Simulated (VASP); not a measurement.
Crystal: Cu2W.

```
Cu W
1.0
     4.24200    0.00000    0.00000
    -2.12100    3.67368    0.00000
     0.00000    0.00000    2.54587
Cu W
2 1
Direct
  0.33333 0.66667 0.50000
  0.66667 0.33333 0.50000
  0.00000 0.00000 0.00000
```

The cell was generated, and may not be a known phase.

| Quantity | Value |
| --- | --- |
| Program | VASP 6.6.1 |
| Task | relaxation of cell and atoms |
| Functional | PBE |
| Potentials or basis | VASP PAW PBE potentials, release 64 (Cu, W_sv) |
| Cutoff | 600 eV |
| k mesh | 12 × 12 × 18 |
| Occupations | gaussian, width 0.1 eV |
| Spin | no spin polarisation |

At the start: pressure 1.5 GPa; volume 13.22 Å³/atom.

Problem. Where does the relaxation end?

Solution. Over 12 steps the energy falls by 2.4 meV/atom and the volume is 13.30 Å³/atom (+0.6 %); space group P6/mmm (No. 191, to 0.1 Å) before and after.

The path:
```
step  energy change (eV)  largest force (eV/Å)  pressure (GPa)  volume (Å³)
   1              0.0000                0.0000            1.51        39.67
   2             -0.0034                0.0000           -2.53        40.39
   3             -0.0053                0.0000           -0.89        40.12
   4             -0.0071                0.0000            0.52        39.87
   5             -0.0071                0.0000           -0.26        39.91
   6             -0.0071                0.0000            0.36        39.89
   7             -0.0071                0.0000            0.17        39.90
   8             -0.0070                0.0000           -0.33        39.97
   9             -0.0071                0.0000           -0.16        39.93
  10             -0.0071                0.0000           -0.14        39.91
  11             -0.0071                0.0000           -0.15        39.91
  12             -0.0071                0.0000            0.02        39.90
```

Final structure:
```yaml
crystal:
  lattice:
    - [4.22447, 0.00000, 0.00000]
    - [-2.11223, 3.65850, 0.00000]
    - [0.00000, 0.00000, 2.58183]
  atoms:
    - { symbol: Cu, position: [0.33333, 0.66667, 0.50000] }
    - { symbol: Cu, position: [0.66667, 0.33333, 0.50000] }
    - { symbol: W, position: [0.00000, 0.00000, 0.00000] }
```
